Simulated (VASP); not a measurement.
# ZrWS3 (Cmmm) in VASP: further runs

ZrWS3 is run at these levels: PBE; tasks: single point.

All numbers are computed with VASP 6.6.1; they aren't measurements. Logs are shortened: lines on timing, memory, paths and dates and some standing lists are left out, and cuts for length are marked.

## Step 1: The cell of the first run

The structure is orthorhombic, space group Cmmm (No. 65). Conventional cell: a = 6.786 Å, b = 7.561 Å, c = 4.266 Å, α = 90.00°, β = 90.00°, γ = 90.00°. Zr (site symmetry mmm) has 2 S at 2.13 Å within 2.8 Å. W (site symmetry mmm) has 2 S at 1.77 Å within 2.3 Å. S (site symmetry m2m) has 1 W at 1.77 Å and 1 S at 2.01 Å within 2.3 Å. S (site symmetry mmm) has 2 S at 2.01 Å and 2 Zr at 2.13 Å within 2.7 Å.

## Step 2: Single point, PBE

File INCAR:

```
SYSTEM = ZrWS3
ALGO = Normal
EDIFF = 1E-7
ENCUT = 520
GGA = PE
ISIF = 2
ISMEAR = 0
LASPH = .True.
LCHARG = .False.
LREAL = .False.
LWAVE = .False.
NBANDS = 30
NELM = 80
PREC = Accurate
SIGMA = 0.1
```

File KPOINTS:

```
k-points
0
Gamma
  4 4 4
  0 0 0
```

File POSCAR:

```
ZrWS3
1.0
    3.3931678800     -3.7806707000      0.0000000000
    3.3931678800      3.7806707000      0.0000000000
    0.0000000000      0.0000000000      4.2664678200
Zr W S
1 1 3
Direct
    0.0000000000      0.0000000000      0.5000000000
    0.5000000000      0.5000000000      0.0000000000
    0.2660575000      0.7339425000      0.0000000000
    0.7339425000      0.2660575000      0.0000000000
    0.0000000000      0.0000000000      0.0000000000
```

Potentials or basis: VASP PAW PBE potentials, release 64 (Zr_sv, W_sv, S).

Command:

```sh
> cat potpaw_PBE.64/Zr_sv/POTCAR potpaw_PBE.64/W_sv/POTCAR potpaw_PBE.64/S/POTCAR > POTCAR
> mpirun -np 1 vasp_std > vasp.out
```

OUTCAR:

```text
SYSTEM = ZrWS3
   EDIFF = 1E-7
   ENCUT = 520
   GGA = PE
   ISIF = 2
   ISMEAR = 0
   LASPH = .True.
   LREAL = .False.
   NELM = 80
   PREC = Accurate

 ion  position               nearest neighbor table
   1  0.000  0.000  0.500-   5 2.13   5 2.13   3 2.93   3 2.93   4 2.93   4 2.93
   2  0.500  0.500  0.000-   3 1.77   4 1.77
   3  0.266  0.734  0.000-   2 1.77   5 2.01   1 2.93   1 2.93
   4  0.734  0.266  0.000-   2 1.77   5 2.01   1 2.93   1 2.93
   5  0.000  0.000  0.000-   3 2.01   4 2.01   1 2.13   1 2.13

  LATTYP: Found a base centered orthorhombic cell.
 ALAT       =     6.7863357600
 B/A-ratio  =     1.1142008983
 C/A-ratio  =     0.6286850476

  Lattice vectors:

 A1 = (   3.3931678800,  -3.7806707000,   0.0000000000)
 A2 = (   3.3931678800,   3.7806707000,   0.0000000000)
 A3 = (   0.0000000000,   0.0000000000,   4.2664678200)

Analysis of symmetry for initial positions (statically):
=====================================================================
 Subroutine PRICEL returns:
 Original cell was already a primitive cell.

 Routine SETGRP: Setting up the symmetry group for a
 base centered orthorhombic supercell.

 Subroutine GETGRP returns: Found  8 space group operations
 (whereof  8 operations were pure point group operations)
 out of a pool of  8 trial point group operations.

The static configuration has the point symmetry D_2h.

Analysis of symmetry for dynamics (positions and initial velocities):
=====================================================================
 Subroutine PRICEL returns:
 Original cell was already a primitive cell.

 Routine SETGRP: Setting up the symmetry group for a
 base centered orthorhombic supercell.

 Subroutine GETGRP returns: Found  8 space group operations
 (whereof  8 operations were pure point group operations)
 out of a pool of  8 trial point group operations.

The dynamic configuration has the point symmetry D_2h.

 Subroutine INISYM returns: Found  8 space group operations
 (whereof  8 operations are pure point group operations),
 and found     1 'primitive' translations

----------------------------------------------------------------------------------------

                                     Primitive cell

  volume of cell :     109.4643

  direct lattice vectors                    reciprocal lattice vectors
     3.393167880 -3.780670700  0.000000000     0.147354925 -0.132251666  0.000000000
     3.393167880  3.780670700  0.000000000     0.147354925  0.132251666  0.000000000
     0.000000000  0.000000000  4.266467820     0.000000000  0.000000000  0.234385923

  length of vectors
     5.080064882  5.080064882  4.266467820     0.197999943  0.197999943  0.234385923

  position of ions in fractional coordinates (direct lattice)
     0.000000000  0.000000000  0.500000000
     0.500000000  0.500000000  0.000000000
     0.266057500  0.733942500  0.000000000
     0.733942500  0.266057500  0.000000000
     0.000000000  0.000000000  0.000000000

  ion indices of the primitive-cell ions
   primitive index   ion index
                 1           1
                 2           2
                 3           3
                 4           4
                 5           5

----------------------------------------------------------------------------------------

 KPOINTS: k-points

Automatic generation of k-mesh.
 Grid dimensions read from file:
 generate k-points for:    4    4    4

 Generating k-lattice:

  Cartesian coordinates                     Fractional coordinates (reciprocal lattice)
     0.036838731 -0.033062917  0.000000000     0.250000000  0.000000000  0.000000000
     0.036838731  0.033062917  0.000000000     0.000000000  0.250000000  0.000000000
     0.000000000  0.000000000  0.058596481     0.000000000  0.000000000  0.250000000

  Length of vectors
     0.049499986  0.049499986  0.058596481

  Shift w.r.t. Gamma in fractional coordinates (k-lattice)
     0.000000000  0.000000000  0.000000000

 Subroutine IBZKPT returns following result:
 ===========================================

 Found     21 irreducible k-points:

 Following reciprocal coordinates:
            Coordinates               Weight
  0.000000  0.000000  0.000000      1.000000
  0.250000  0.000000  0.000000      4.000000
  0.500000  0.000000  0.000000      2.000000
  0.250000  0.250000  0.000000      2.000000
  0.500000  0.250000  0.000000      4.000000
 -0.250000  0.250000  0.000000      2.000000
[... 13 lines left out ...]
 -0.250000  0.250000  0.500000      2.000000
  0.500000  0.500000  0.500000      1.000000
   k-points           NKPTS =     21   k-points in BZ     NKDIM =     21   number of bands    NBANDS=     30
   number of dos      NEDOS =    301   number of ions     NIONS =      5
   total plane-waves  NPLWV =  51200
   dimension x,y,z NGX =    40 NGY =   40 NGZ =   32
   dimension x,y,z NGXF=    80 NGYF=   80 NGZF=   64
   ions per type =               1   1   3
   NGX,Y,Z   is equivalent  to a cutoff of  13.09, 13.09, 12.47 a.u.
   NGXF,Y,Z  is equivalent  to a cutoff of  26.18, 26.18, 24.94 a.u.
 SYSTEM =  ZrWS3
   PREC   = accura    normal or accurate (medium, high low for compatibility)
   ISTART =      0    job   : 0-new  1-cont  2-samecut
   ICHARG =      2    charge: 1-file 2-atom 10-const
   ISPIN  =      1    spin polarized calculation?
   LNONCOLLINEAR =      F non collinear calculations
   LSORBIT =      F    spin-orbit coupling
   LASPH  =      T    aspherical Exc in radial PAW
   ENCUT  =  520.0 eV  38.22 Ry    6.18 a.u.   9.45  9.45  7.93*2*pi/ulx,y,z
   NELM   =     80;   NELMIN=  2; NELMDL= -5     # of ELM steps
   EDIFF  = 0.1E-06   stopping-criterion for ELM
   LREAL  =      F    real-space projection
   EDIFFG = 0.1E-05   stopping-criterion for IOM
   NSW    =      0    number of steps for IOM
   IBRION =     -1    ionic relax: 0-MD 1-quasi-New 2-CG
   NFREE  =      0    steps in history (QN), initial steepest desc. (CG)
   ISIF   =      2    stress and relaxation
   ISYM   =      2    0-nonsym 1-usesym 2-fastsym
   POTIM  = 0.5000    time-step for ionic-motion
   TEBEG  =    0.0;   TEEND  =   0.0 temperature during run
   PSTRESS=    0.0 pullay stress
   NELECT =      44.0000    total number of electrons
   NUPDOWN=      -1.0000    fix difference up-down
   EMIN   =  10.00;   EMAX   =-10.00  energy-range for DOS
   EFERMI =   0.00;   METHOD = LEGACY
   ISMEAR =     0;   SIGMA  =   0.10  broadening in eV -4-tet -1-fermi 0-gaus
   EFERMI_NEDOS =   21; number of points for ismear=-14 and -15
   IALGO  =     38    algorithm
   IMIX   =      4    mixing-type and parameters
     AMIX     =   0.40;   BMIX     =  1.00
     AMIX_MAG =   1.60;   BMIX_MAG =  1.00
  volume/ion in A,a.u.               =      21.89       147.74
  Fermi-wavevector in a.u.,A,eV,Ry     =   1.208189  2.283146 19.860701  1.459720
  Thomas-Fermi vector in A             =   2.343804
   LORBIT       =      0    0 simple, 1 ext, 2 COOP (PROOUT), +10 PAW based schemes
   GGA     = PE    functional components
   LHFCALC =     F    Hartree Fock is set to
   AEXX    =    0.0000 exact exchange contribution
   IVDW    =     0    specifies the selected vdW correction
   LEPSILON=     F    determine dielectric tensor
   LRPA    =     F    only Hartree local field effects (RPA)
 non-spin polarized calculation
 Gauss-broadening in eV      SIGMA  =   0.10
  energy-cutoff  :      520.00
  volume of cell :      109.46
 maximum number of plane-waves:      2966
 NGX is ok and might be reduce to    40
   NGX = 19   NGY = 19   NGZ = 15

 number of electron      43.9999995 magnetization

 Free energy of the ion-electron system (eV)
  ---------------------------------------------------
  ext. energy  EPLUGINS =         0.00000000
  ---------------------------------------------------
  free energy    TOTEN  =       -18.31730025 eV

  energy without entropy =      -18.29037133  energy(sigma->0) =      -18.30383579

 E-fermi :   6.4450     XC(G=0):  -9.7850

 val. band max:        6.4429776082   @ k =   0.5000   0.5000   0.2500
 cond. band min:       6.4718065033   @ k =   0.2500   0.0000   0.2500
 fundamental gap:      0.0288288950
 Fermi energy:         6.4450103300

 k-point     1 :       0.0000    0.0000    0.0000
  band No.  band energies     occupation
      1     -67.4263      2.00000
      2     -43.0378      2.00000
      3     -33.7303      2.00000
      4     -31.5845      2.00000
      5     -31.4612      2.00000
      6     -21.6216      2.00000
[... 22 lines left out ...]
     29      11.1211      0.00000
     30      11.3298      0.00000

 k-point     2 :       0.2500    0.0000    0.0000
  band No.  band energies     occupation
      1     -67.4263      2.00000
      2     -43.0378      2.00000
      3     -33.7306      2.00000
      4     -31.5847      2.00000
      5     -31.4612      2.00000
      6     -21.6215      2.00000
[... 22 lines left out ...]
     29      10.4575      0.00000
     30      10.5349      0.00000

 k-point     3 :       0.5000    0.0000    0.0000
  band No.  band energies     occupation
      1     -67.4263      2.00000
      2     -43.0378      2.00000
      3     -33.7309      2.00000
      4     -31.5848      2.00000
      5     -31.4612      2.00000
      6     -21.6214      2.00000
[... 22 lines left out ...]
     29       9.5589      0.00000
     30       9.7533      0.00000

 k-point     4 :       0.2500    0.2500    0.0000
  band No.  band energies     occupation
      1     -67.4263      2.00000
      2     -43.0378      2.00000
      3     -33.7309      2.00000
      4     -31.5848      2.00000
      5     -31.4612      2.00000
      6     -21.6214      2.00000
[... 22 lines left out ...]
     29      10.5776      0.00000
     30      10.9709      0.00000

 k-point     5 :       0.5000    0.2500    0.0000
  band No.  band energies     occupation
      1     -67.4263      2.00000
      2     -43.0377      2.00000
      3     -33.7312      2.00000
      4     -31.5850      2.00000
      5     -31.4612      2.00000
      6     -21.6213      2.00000
[... 22 lines left out ...]
     29      10.2973      0.00000
     30      10.4460      0.00000
[... 427 lines left out ...]
     29       9.5158      0.00000
     30      10.3330      0.00000

 k-point    19 :       0.5000    0.2500    0.5000
  band No.  band energies     occupation
      1     -67.4263      2.00000
      2     -43.0323      2.00000
      3     -33.7308      2.00000
      4     -31.5846      2.00000
      5     -31.4662      2.00000
      6     -21.8686      2.00000
[... 22 lines left out ...]
     29      10.1149      0.00000
     30      10.6045      0.00000

 k-point    20 :      -0.2500    0.2500    0.5000
  band No.  band energies     occupation
      1     -67.4263      2.00000
      2     -43.0323      2.00000
      3     -33.7305      2.00000
      4     -31.5845      2.00000
      5     -31.4662      2.00000
      6     -21.8688      2.00000
[... 22 lines left out ...]
     29      10.3336      0.00000
     30      10.5632      0.00000

 k-point    21 :       0.5000    0.5000    0.5000
  band No.  band energies     occupation
      1     -67.4263      2.00000
      2     -43.0323      2.00000
      3     -33.7310      2.00000
      4     -31.5848      2.00000
      5     -31.4661      2.00000
      6     -21.8685      2.00000
[... 22 lines left out ...]
     29      10.1447      0.00000
     30      10.5327      0.00000

------------------------ aborting loop because EDIFF is reached ----------------------------------------

  FORCE on cell =-STRESS in cart. coord.  units (eV):
  Direction    XX          YY          ZZ          XY          YZ          ZX
  --------------------------------------------------------------------------------------
  -------------------------------------------------------------------------------------
  Total       -4.7555608     96.2960858     23.1623963     -0.0000000      0.0000000      0.0000000
  in kB      -69.6048736   1409.4398549    339.0169418     -0.0000000      0.0000000      0.0000000
  external PRESSURE =     559.6173077 kB  Pullay stress =       0.0000000 kB

 VOLUME and BASIS-vectors are now :
 -----------------------------------------------------------------------------
  energy-cutoff  :      520.00
  volume of cell :      109.46
      direct lattice vectors                 reciprocal lattice vectors
     3.393167880 -3.780670700  0.000000000     0.147354925 -0.132251666  0.000000000
     3.393167880  3.780670700  0.000000000     0.147354925  0.132251666  0.000000000
     0.000000000  0.000000000  4.266467820     0.000000000  0.000000000  0.234385923

 POSITION                                       TOTAL-FORCE (eV/Angst)
 -----------------------------------------------------------------------------------
      0.00000      0.00000      2.13323         0.000000     -0.000000      0.000000
      3.39317      0.00000      0.00000        -0.000000     -0.000000      0.000000
      3.39317      1.76892      0.00000         0.000000     18.981813      0.000000
      3.39317     -1.76892      0.00000         0.000000    -18.981813      0.000000
      0.00000      0.00000      0.00000         0.000000     -0.000000      0.000000
 -----------------------------------------------------------------------------------
    total drift:                               -0.000000     -0.000000     -0.000000

  FREE ENERGIE OF THE ION-ELECTRON SYSTEM (eV)
  ---------------------------------------------------
  free  energy   TOTEN  =       -18.3173002487 eV

  energy  without entropy=      -18.2903713322  energy(sigma->0) =      -18.30383579
```

Run time: 40 s. Hardware: 1 thread of AMD EPYC 9R45 (Zen 5), shared host; peak memory 0.22 GiB.

Results:

```
Free energy            : -18.3173 eV
Pressure               : 56.0 GPa
Largest force          : 18.982 eV/Å
Band gap on the k mesh : zero (band 22 reaches 6.77 eV, above the bottom of band 23 at 5.71 eV)
```

Forces on the atoms (eV/Å):
```
Zr    0.000   0.000   0.000
W     0.000   0.000   0.000
S     0.000  18.982   0.000
S     0.000 -18.982   0.000
S     0.000   0.000   0.000
```

Caveat: the k points lie up to 0.37 Å⁻¹ apart; spin-orbit coupling is left out, which moves the levels of the heavy elements; forces of over 1 eV/Å act on the atoms, so gaps and moduli don't describe the material at rest.

## Step 3: Single point, PBE

This run uses another cell than the first one, of 24.72 Å³/atom, 1.129 times its volume.

File INCAR:

```
SYSTEM = ZrWS3
PREC     = Accurate       ! precision mode
ENCUT    = 520            ! plane-wave cutoff, eV
EDIFF    = 1E-6           ! SCF threshold, eV
ISMEAR   = 0              ! smearing method
SIGMA    = 0.1            ! smearing width, eV
LREAL    = .FALSE.        ! projectors in reciprocal space
LASPH    = .TRUE.         ! aspherical terms in the spheres
NELM     = 80             ! most SCF steps
ALGO     = Normal         ! electronic algorithm
ISIF     = 2              ! what is computed and relaxed
LWAVE    = .FALSE.        ! write WAVECAR
LCHARG   = .TRUE.         ! write CHGCAR
GGA      = PE             ! functional
LELF     = .TRUE.         ! ELF
LVHAR    = .TRUE.       
NBANDS   = 30             ! bands
```

File KPOINTS:

```
Automatic mesh
0
G
  4 4 4
  0 0 0
```

File POSCAR:

```
ZrWS3
1.0
    2.3877719564     -5.4586702899      0.0000000000
    2.3877719564      5.4586702899      0.0000000000
    0.0000000000      0.0000000000      4.7410799879
Zr W S
1 1 3
Direct
    0.0000000000      0.0000000000      0.5000000000
    0.5000000000      0.5000000000      0.0000000000
    0.2894255992      0.7105744008      0.0000000000
    0.7105744008      0.2894255992      0.0000000000
    0.0000000000      0.0000000000      0.0000000000
```

Potentials or basis: VASP PAW PBE potentials, release 64 (Zr_sv, W_sv, S).

Command:

```sh
> cat potpaw_PBE.64/Zr_sv/POTCAR potpaw_PBE.64/W_sv/POTCAR potpaw_PBE.64/S/POTCAR > POTCAR
> mpirun -np 1 vasp_std > vasp.out
```

Run time: 71 s. Hardware: 1 thread of AMD EPYC 9R45 (Zen 5), shared host; peak memory 0.28 GiB.

Results (log left out):

| Item | Value |
| --- | --- |
| Free energy | -32.3683 eV |
| Pressure | 0.0 GPa |
| Largest force | 0.012 eV/Å |
| Band gap on the k mesh | zero (band 22 reaches 5.23 eV, above the bottom of band 23 at 4.81 eV) |

Forces on the atoms (eV/Å):
```
Zr   0.000  0.000  0.000
W    0.000  0.000  0.000
S    0.000 -0.012  0.000
S    0.000  0.012  0.000
S    0.000  0.000  0.000
```

Stress tensor (GPa, compression positive):
```
-0.20  0.00  0.00
 0.00  0.09  0.00
 0.00  0.00  0.02
```

Levels at points of the mesh, in eV from the Fermi level:
```
           k point  band 20  band 21  band 22  band 23  band 24  band 25
(0.00, 0.00, 0.00)    -2.42    -0.62    -0.43    -0.31     0.08     0.21
(0.50, 0.00, 0.00)    -0.82    -0.59    -0.39    -0.01     0.31     0.82
(0.50, 0.50, 0.00)    -2.43    -2.01    -0.97     0.11     0.16     0.75
(0.00, 0.00, 0.50)    -1.02    -0.56    -0.21     0.06     0.54     1.09
(0.50, 0.00, 0.50)    -0.63    -0.58    -0.06    -0.05     0.95     1.25
(0.50, 0.50, 0.50)    -1.98    -1.25    -0.05     0.06     0.54     0.68
```

Caveat: spin-orbit coupling is left out, which moves the levels of the heavy elements.

(Continued in part 2 of 2.)
